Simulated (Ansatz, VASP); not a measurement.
## MgS in VASP and in Ansatz

Contents of POSCAR:

```
MgS
1.0
   -0.0690703012      2.6015179373      2.6015179373
    2.6015179373     -0.0690703012      2.6015179373
    2.5324476360      2.5324476360      0.0000000000
Mg S
1 1
Direct
    0.0000000000      0.0000000000      0.0000000000
    0.5000000000      0.5000000000      0.5000000000
```

INCAR.step1

```
SYSTEM = MgS
PREC = Accurate
ENCUT = 520
EDIFF = 1E-5
ISMEAR = 0
SIGMA = 0.01
LREAL = .FALSE.
LASPH = .TRUE.
NELM = 80
ALGO = Normal
ISIF = 2
LWAVE = .TRUE.
LCHARG = .FALSE.
GGA = PE
NBANDS = 11
```

INCAR.step2

```
SYSTEM = MgS
PREC = Accurate
ENCUT = 520
EDIFF = 1E-6
ISMEAR = 0
SIGMA = 0.01
LREAL = .FALSE.
LASPH = .TRUE.
NELM = 80
ALGO = Normal
ISIF = 2
LWAVE = .FALSE.
LCHARG = .FALSE.
GGA = PE
LHFCALC = .TRUE.
HFSCREEN = 0.2079
PRECFOCK = Normal
ISTART = 1
NBANDS = 11
```

Contents of KPOINTS:

```
Automatic mesh
0
G
  6 6 6
  0 0 0
```

Input for Ansatz:

```yaml
crystal:
  lattice:
    - [-0.0690703012, 2.6015179373, 2.6015179373]
    - [2.6015179373, -0.0690703012, 2.6015179373]
    - [2.532447636, 2.532447636, 0.0]
  atoms:
    - { symbol: Mg, position: [0.0, 0.0, 0.0] }
    - { symbol: S, position: [0.5, 0.5, 0.5] }
kpoints:
  mp_grid: { grid: [6, 6, 6] }
  band_path:
    path:
      - [0.0, 0.0, 0.0]
      - [0.5, 0.0, 0.5]
      - [0.625, 0.25, 0.625]
      - [0.375, 0.375, 0.75]
      - [0.5, 0.5, 0.5]
      - [0.5, 0.25, 0.75]
    npoints: 1
hamiltonian:
  xc: hse06
scf:
  occupations: { method: fixed }
  n_extra_bands: 4
output:
  forces: true
  stress: true
  eigenvalues: true
```

Change from the starting cell: shear_xy strain -5.3%.

Alike in both runs: task single point; functional HSE06; k mesh 6 × 6 × 6; no spin polarisation.

|  | VASP | Ansatz |
| --- | --- | --- |
| version | VASP 6.6.1 | Ansatz 0.2.0 |
| potentials or method | VASP PAW PBE potentials, release 64 (Mg, S) | plane waves, PAW |
| plane-wave cutoff (eV) | 520 | 420 |
| occupations | gaussian, width 0.01 eV | fixed |
| valence electrons in the cell | 8 | 16 |

```tsv
	VASP	Ansatz	Ansatz less VASP
gap on the k mesh at the Fermi level (eV)	3.38	3.43	+0.049
pressure (GPa)	-0.7	-0.3	+0.32
traceless stress, the component that is largest in VASP (GPa)	3.10	3.10	+0.003
```

VASP's potentials hold 8 valence electrons a cell and Ansatz's 16, so a difference there can come from the potentials and not from the codes. Ansatz's warnings: stress exchange threshold loose, stress scf threshold loose.
